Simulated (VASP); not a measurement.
**InSe: single point with PBEsol**

InSe:

```
In Se
1.0
     5.82639   -2.05465    0.00000
     5.82639    2.05465    0.00000
    -1.72323    0.00000    4.77135
In Se
2 2
Direct
  0.88820 0.88820 0.04684
  0.11180 0.11180 0.95316
  0.66093 0.66093 0.66896
  0.33907 0.33907 0.33104
```

```json
{"Program": "VASP 6.6.1", "Task": "single point", "Functional": "PBEsol", "Potentials or basis": "VASP PAW PBE potentials, release 64 (In_d, Se)", "Cutoff": "500 eV", "k mesh": "9 × 9 × 8", "Occupations": "fermi-dirac, width 0.02 eV", "Spin": "no spin polarisation"}
```

- Pressure: -1.1 GPa
- Largest force: 0.083 eV/Å
- Band gap on the k mesh: 1.08 eV, indirect (least direct gap 1.20 eV)

Forces on the atoms (eV/Å):
```
In  -0.013  0.000 -0.012
In   0.013  0.000  0.012
Se   0.013  0.000 -0.082
Se  -0.013  0.000  0.082
```

Stress tensor (GPa, compression positive):
```
-1.37  0.00  0.01
 0.00 -1.03  0.00
 0.01  0.00 -0.84
```

Levels at points of the mesh, in eV from the valence-band top:
```
           k point  band 17  band 18  band 19  band 20  band 21  band 22
(0.00, 0.00, 0.00)    -1.95    -1.33    -1.11     2.68     2.97     3.59
(0.00, 0.00, 0.50)    -1.43    -1.04    -0.36     1.08     2.06     3.53
```

Run time: 10 min on 1 thread of Intel(R) Xeon(R) Platinum 8259CL CPU @ 2.50GHz (Skylake/Cascade Lake) (shared host), peak memory 0.62 GiB.

Caveat: the PAW data sets were made with another functional, which shifts forces and pressure a little; spin-orbit coupling is left out, which moves the levels of the heavy elements. PBEsol gaps usually lie below the measured ones, often by a third to a half.
